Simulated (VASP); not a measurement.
# MgW (Cmmm) in VASP: relaxation of cell and atoms with PBE

Aim: the relaxation of cell and atoms of MgW with PBE.

Program: VASP 6.6.1. These are calculated values, not measurements. Logs are shortened: lines on timing, memory, paths and dates and some standing lists are left out, and cuts for length are marked.

## Step 1: The cell of the first run

The structure is orthorhombic, space group Cmmm (No. 65). The conventional cell has a = 3.332 Å, b = 4.323 Å, c = 4.753 Å, α = 90.00°, β = 90.00°, γ = 90.00°. Within 3.6 Å of Mg (site symmetry mmm) lie 6 Mg at 2.73 to 3.33 Å and 8 W at 2.90 to 3.21 Å. W (site symmetry mmm) has 6 W at 2.73 to 3.33 Å and 8 Mg at 2.90 to 3.21 Å within 3.6 Å.

## Step 2: Relaxation of cell and atoms, PBE

The input, INCAR:

```
PREC = Accurate
ENCUT = 600
EDIFF = 1E-6
ISMEAR = 0
SIGMA = 0.1
LREAL = False
LASPH = True
NELM = 60
ALGO = Fast
ISIF = 3
LWAVE = False
LCHARG = False
GGA = PE
IBRION = 2
NSW = 100
EDIFFG = -0.01
```

The input, KPOINTS:

```
regular mesh
0
Gamma
  16 16 10
```

The input, POSCAR:

```
MgW
1.0
    1.6660050190     -2.1615732784      0.0000000000
    1.6660050190      2.1615732784      0.0000000000
    0.0000000000      0.0000000000      4.7534651477
Mg W
1 1
Direct
    0.5000000000      0.5000000000      0.0000000000
    0.0000000000      0.0000000000      0.5000000000
```

Potentials or basis: VASP PAW PBE potentials, release 64 (Mg, W_sv).

On the command line:

```console
$ cat potpaw_PBE.64/Mg/POTCAR potpaw_PBE.64/W_sv/POTCAR > POTCAR
$ mpirun -np 1 vasp_std > vasp.out
```

OUTCAR:

```text
PREC = Accurate
   ENCUT = 600
   EDIFF = 1E-6
   ISMEAR = 0
   LREAL = False
   LASPH = True
   NELM = 60
   ISIF = 3
   GGA = PE
   IBRION = 2
   NSW = 100
   EDIFFG = -0.01

 ion  position               nearest neighbor table
   1  0.500  0.500  0.000-   2 2.90   2 2.90   2 2.90   2 2.90   2 3.21   2 3.21   2 3.21   2 3.21

   2  0.000  0.000  0.500-   1 2.90   1 2.90   1 2.90   1 2.90   1 3.21   1 3.21   1 3.21   1 3.21

  LATTYP: Found a base centered orthorhombic cell.
 ALAT       =     3.3320100380
 B/A-ratio  =     1.2974590435
 C/A-ratio  =     1.4266058906

  Lattice vectors:

 A1 = (   1.6660050190,  -2.1615732784,   0.0000000000)
 A2 = (   1.6660050190,   2.1615732784,   0.0000000000)
 A3 = (   0.0000000000,   0.0000000000,   4.7534651477)

Analysis of symmetry for initial positions (statically):
=====================================================================
 Subroutine PRICEL returns:
 Original cell was already a primitive cell.

 Routine SETGRP: Setting up the symmetry group for a
 base centered orthorhombic supercell.

 Subroutine GETGRP returns: Found  8 space group operations
 (whereof  8 operations were pure point group operations)
 out of a pool of  8 trial point group operations.

The static configuration has the point symmetry D_2h.

Analysis of symmetry for dynamics (positions and initial velocities):
=====================================================================
 Subroutine PRICEL returns:
 Original cell was already a primitive cell.

 Routine SETGRP: Setting up the symmetry group for a
 base centered orthorhombic supercell.

 Subroutine GETGRP returns: Found  8 space group operations
 (whereof  8 operations were pure point group operations)
 out of a pool of  8 trial point group operations.

The dynamic configuration has the point symmetry D_2h.

 Subroutine INISYM returns: Found  8 space group operations
 (whereof  8 operations are pure point group operations),
 and found     1 'primitive' translations

----------------------------------------------------------------------------------------

                                     Primitive cell

  volume of cell :      34.2363

  direct lattice vectors                    reciprocal lattice vectors
     1.666005019 -2.161573278  0.000000000     0.300119144 -0.231313000  0.000000000
     1.666005019  2.161573278  0.000000000     0.300119144  0.231313000  0.000000000
     0.000000000  0.000000000  4.753465148     0.000000000  0.000000000  0.210372848

  length of vectors
     2.729097243  2.729097243  4.753465148     0.378915828  0.378915828  0.210372848

  position of ions in fractional coordinates (direct lattice)
     0.500000000  0.500000000  0.000000000
     0.000000000  0.000000000  0.500000000

  ion indices of the primitive-cell ions
   primitive index   ion index
                 1           1
                 2           2

----------------------------------------------------------------------------------------

 KPOINTS: regular mesh

Automatic generation of k-mesh.
 Grid dimensions read from file:
 generate k-points for:   16   16   10

 Generating k-lattice:

  Cartesian coordinates                     Fractional coordinates (reciprocal lattice)
     0.018757446 -0.014457063  0.000000000     0.062500000  0.000000000  0.000000000
     0.018757446  0.014457063  0.000000000     0.000000000  0.062500000  0.000000000
     0.000000000  0.000000000  0.021037285     0.000000000  0.000000000  0.100000000

  Length of vectors
     0.023682239  0.023682239  0.021037285

  Shift w.r.t. Gamma in fractional coordinates (k-lattice)
     0.000000000  0.000000000  0.000000000

 Subroutine IBZKPT returns following result:
 ===========================================

 Found    438 irreducible k-points:

 Following reciprocal coordinates:
            Coordinates               Weight
  0.000000  0.000000  0.000000      1.000000
  0.062500  0.000000  0.000000      4.000000
  0.125000  0.000000  0.000000      4.000000
  0.187500  0.000000  0.000000      4.000000
  0.250000  0.000000  0.000000      4.000000
  0.312500  0.000000  0.000000      4.000000
[... 16 lines left out ...]
 -0.125000  0.062500  0.000000      4.000000
 -0.062500  0.062500  0.000000      2.000000
 [... further k-points ...]
   k-points           NKPTS =    438   k-points in BZ     NKDIM =    438   number of bands    NBANDS=     12
   number of dos      NEDOS =    301   number of ions     NIONS =      2
   total plane-waves  NPLWV =  23040
   dimension x,y,z NGX =    24 NGY =   24 NGZ =   40
   dimension x,y,z NGXF=    48 NGYF=   48 NGZF=   80
   ions per type =               1   1
   NGX,Y,Z   is equivalent  to a cutoff of  14.62, 14.62, 13.99 a.u.
   NGXF,Y,Z  is equivalent  to a cutoff of  29.24, 29.24, 27.98 a.u.
 SYSTEM =  unknown system
   PREC   = accura    normal or accurate (medium, high low for compatibility)
   ISTART =      0    job   : 0-new  1-cont  2-samecut
   ICHARG =      2    charge: 1-file 2-atom 10-const
   ISPIN  =      1    spin polarized calculation?
   LNONCOLLINEAR =      F non collinear calculations
   LSORBIT =      F    spin-orbit coupling
   LASPH  =      T    aspherical Exc in radial PAW
   ENCUT  =  600.0 eV  44.10 Ry    6.64 a.u.   5.45  5.45  9.49*2*pi/ulx,y,z
   NELM   =     60;   NELMIN=  2; NELMDL= -5     # of ELM steps
   EDIFF  = 0.1E-05   stopping-criterion for ELM
   LREAL  =      F    real-space projection
   EDIFFG = -.1E-01   stopping-criterion for IOM
   NSW    =    100    number of steps for IOM
   IBRION =      2    ionic relax: 0-MD 1-quasi-New 2-CG
   NFREE  =      1    steps in history (QN), initial steepest desc. (CG)
   ISIF   =      3    stress and relaxation
   ISYM   =      2    0-nonsym 1-usesym 2-fastsym
   POTIM  = 0.5000    time-step for ionic-motion
   TEBEG  =    0.0;   TEEND  =   0.0 temperature during run
   PSTRESS=    0.0 pullay stress
   NELECT =      16.0000    total number of electrons
   NUPDOWN=      -1.0000    fix difference up-down
   EMIN   =  10.00;   EMAX   =-10.00  energy-range for DOS
   EFERMI =   0.00;   METHOD = LEGACY
   ISMEAR =     0;   SIGMA  =   0.10  broadening in eV -4-tet -1-fermi 0-gaus
   EFERMI_NEDOS =   21; number of points for ismear=-14 and -15
   IALGO  =     68    algorithm
   IMIX   =      4    mixing-type and parameters
     AMIX     =   0.40;   BMIX     =  1.00
     AMIX_MAG =   1.60;   BMIX_MAG =  1.00
  volume/ion in A,a.u.               =      17.12       115.52
  Fermi-wavevector in a.u.,A,eV,Ry     =   1.270436  2.400775 21.959891  1.614006
  Thomas-Fermi vector in A             =   2.403423
   LORBIT       =      0    0 simple, 1 ext, 2 COOP (PROOUT), +10 PAW based schemes
   GGA     = PE    functional components
   LHFCALC =     F    Hartree Fock is set to
   AEXX    =    0.0000 exact exchange contribution
   IVDW    =     0    specifies the selected vdW correction
   LEPSILON=     F    determine dielectric tensor
   LRPA    =     F    only Hartree local field effects (RPA)
 conjugate gradient relaxation of ions
 non-spin polarized calculation
 RMM-DIIS sequential band-by-band and
 Gauss-broadening in eV      SIGMA  =   0.10
  energy-cutoff  :      600.00
  volume of cell :       34.24
 maximum number of plane-waves:      1167
 NGX is ok and might be reduce to    24
   NGX = 11   NGY = 11   NGZ = 19

--------------------------------------- Ionic step        1  -------------------------------------------

 number of electron      16.0000000 magnetization

 Free energy of the ion-electron system (eV)
  ---------------------------------------------------
  ext. energy  EPLUGINS =         0.00000000
  ---------------------------------------------------
  free energy    TOTEN  =       -13.55753020 eV

  energy without entropy =      -13.55187615  energy(sigma->0) =      -13.55470318

------------------------ aborting loop because EDIFF is reached ----------------------------------------

  FORCE on cell =-STRESS in cart. coord.  units (eV):
  Direction    XX          YY          ZZ          XY          YZ          ZX
  --------------------------------------------------------------------------------------
  -------------------------------------------------------------------------------------
  Total        0.1015766     -0.0708341      0.0206037      0.0000000      0.0000000      0.0000000
  in kB        4.7535463     -3.3148699      0.9642063      0.0000000      0.0000000      0.0000000
  external PRESSURE =       0.8009609 kB  Pullay stress =       0.0000000 kB
[... 273 lines left out ...]
  energy  without entropy=      -13.5527032281  energy(sigma->0) =      -13.55542589

--------------------------------------- Ionic step        9  -------------------------------------------

 number of electron      16.0000001 magnetization

 Free energy of the ion-electron system (eV)
  ---------------------------------------------------
  ext. energy  EPLUGINS =         0.00000000
  ---------------------------------------------------
  free energy    TOTEN  =       -13.55819902 eV

  energy without entropy =      -13.55275842  energy(sigma->0) =      -13.55547872

 E-fermi :   6.7269     XC(G=0): -11.3500

 val. band max:        6.7268810685   @ k =   0.4375   0.3125   0.4000
 cond. band min:       6.7321447126   @ k =   0.3125   0.1875   0.4000
 fundamental gap:      0.0052636441
 Fermi energy:         6.7269319825

 k-point     1 :       0.0000    0.0000    0.0000
  band No.  band energies     occupation
      1     -66.9739      2.00000
      2     -31.2723      2.00000
      3     -30.7306      2.00000
      4     -30.5572      2.00000
      5      -1.4054      2.00000
      6       2.7466      2.00000
      7       4.2725      2.00000
      8       6.0645      2.00000
      9       9.0153      0.00000
     10       9.8615      0.00000
     11      10.1155      0.00000
     12      11.4962      0.00000
[... 331 lines left out ...]
 k-point    24 :      -0.0625    0.0625    0.0000
  band No.  band energies     occupation
      1     -66.9692      2.00000
      2     -31.2647      2.00000
      3     -30.7528      2.00000
      4     -30.5995      2.00000
      5      -1.2370      2.00000
      6       2.9156      2.00000
      7       4.4675      2.00000
      8       5.9339      2.00000
      9       8.8797      0.00000
     10       9.6745      0.00000
     11      10.0550      0.00000
     12      11.5360      0.00000

 [... further k-points ...]

------------------------ aborting loop because EDIFF is reached ----------------------------------------

  FORCE on cell =-STRESS in cart. coord.  units (eV):
  Direction    XX          YY          ZZ          XY          YZ          ZX
  --------------------------------------------------------------------------------------
  -------------------------------------------------------------------------------------
  Total        0.0043952      0.0103627     -0.0036289      0.0000000      0.0000000      0.0000000
  in kB        0.2056837      0.4849429     -0.1698196      0.0000000      0.0000000      0.0000000
  external PRESSURE =       0.1736023 kB  Pullay stress =       0.0000000 kB
[... 17 lines left out ...]
  FREE ENERGIE OF THE ION-ELECTRON SYSTEM (eV)
  ---------------------------------------------------
  free  energy   TOTEN  =       -13.5581990189 eV

  energy  without entropy=      -13.5527584178  energy(sigma->0) =      -13.55547872

 reached required accuracy - stopping structural energy minimisation
```

It took 7.6 min on 1 thread of Intel Xeon Platinum 8259CL at 2.50GHz (Skylake/Cascade Lake), shared host; peak memory 0.4 GiB.

Results:

- Free energy: -13.5582 eV
- Energy gained by relaxing: 0.3 meV/atom
- Ionic steps: 9
- Pressure after relaxing: 0.0 GPa
- Band gap on the k mesh: zero (bands 8 and 9 overlap by 1.41 eV)

Step by step:
| step | energy change (eV) | largest force (eV/Å) | pressure (GPa) | volume (Å³) |
| --- | --- | --- | --- | --- |
| 1 | 0.0000 | 0.0000 | 0.08 | 34.24 |
| 2 | -0.0003 | 0.0000 | -0.13 | 34.28 |
| 3 | -0.0004 | 0.0000 | -0.29 | 34.32 |
| 4 | -0.0005 | 0.0000 | -0.07 | 34.28 |
| 5 | -0.0006 | 0.0000 | 0.09 | 34.23 |
| 6 | -0.0006 | 0.0000 | 0.09 | 34.23 |
| 7 | -0.0006 | 0.0000 | 0.17 | 34.21 |
| 8 | -0.0006 | 0.0000 | 0.14 | 34.22 |
| 9 | -0.0007 | 0.0000 | 0.02 | 34.24 |

Final structure:
```yaml
crystal:
  lattice:
    - [1.68109, -2.14719, 0.00000]
    - [1.68109, 2.14719, 0.00000]
    - [0.00000, 0.00000, 4.74243]
  atoms:
    - { symbol: Mg, position: [0.50000, 0.50000, 0.00000] }
    - { symbol: W, position: [0.00000, 0.00000, 0.50000] }
```

Levels at points of the mesh, in eV from the Fermi level:
| k point | band 5 | band 6 | band 7 | band 8 | band 9 | band 10 | band 11 | band 12 |
| --- | --- | --- | --- | --- | --- | --- | --- | --- |
| (0.00, 0.00, 0.00) | -8.13 | -3.98 | -2.45 | -0.66 | 2.29 | 3.13 | 3.39 | 4.77 |
| (0.50, 0.00, 0.00) | -4.21 | -3.03 | -2.21 | -1.41 | 2.76 | 2.87 | 4.36 | 5.62 |
| (0.50, 0.50, 0.00) | -4.25 | -2.29 | -0.68 | -0.39 | 0.53 | 5.50 | 6.58 | 6.81 |
| (0.00, 0.00, 0.50) | -6.78 | -5.61 | -2.43 | -1.71 | 2.25 | 3.05 | 3.44 | 7.12 |
| (0.50, 0.00, 0.50) | -3.94 | -3.67 | -0.99 | -0.32 | 0.39 | 2.75 | 2.77 | 4.78 |
| (0.50, 0.50, 0.50) | -4.13 | -2.98 | -0.65 | 1.01 | 2.62 | 3.22 | 4.99 | 6.58 |

Caveat: spin-orbit coupling is left out, which moves the levels of the heavy elements.
